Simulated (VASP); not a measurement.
Input of a VASP 6.6.1 run:

The input INCAR:

```
SYSTEM = ScAl2P3
PREC = Accurate
ENCUT = 600
EDIFF = 1E-7
ISMEAR = 0
SIGMA = 0.1
LREAL = .False.
LASPH = .True.
NELM = 100
ALGO = Normal
ISIF = 3
LWAVE = .False.
LCHARG = .False.
GGA = PE
IBRION = 2
NSW = 90
EDIFFG = -0.04
```

The input KPOINTS:

```
Automatic mesh
0
Gamma
  6 6 2
  0 0 0
```

Contents of POSCAR:

```
ScAl2P3
1.0
    3.6939289400      0.0000000000      0.0000000000
    0.0000000000      3.6939289400      0.0000000000
    0.0000000000      0.0000000000      8.1380722700
Sc Al P
1 2 3
Direct
    0.0000000000      0.0000000000      0.0000000000
    0.0000000000      0.5000000000      0.7315000300
    0.5000000000      0.0000000000      0.2684999700
    0.0000000000      0.5000000000      0.3835000100
    0.5000000000      0.0000000000      0.6164999900
    0.5000000000      0.5000000000      0.0000000000
```

Potentials or basis: VASP PAW PBE potentials, release 64 (Sc_sv, Al, P).

Run with:

```console
$ cat potpaw_PBE.64/Sc_sv/POTCAR potpaw_PBE.64/Al/POTCAR potpaw_PBE.64/P/POTCAR > POTCAR
$ mpirun -np 1 vasp_std > vasp.out
```

(1) What does it give for the band gap on the k mesh?

(2) What does it give for the relaxed cell?

## Answers

(1) zero (band 16 reaches 8.39 eV, above the bottom of band 17 at 5.93 eV).

(2) a = 3.623 Å, b = 3.623 Å, c = 7.648 Å, α = 90.00°, β = 90.00°, γ = 90.00°.

Caveat: the k points lie up to 0.41 Å⁻¹ apart in the final cell.
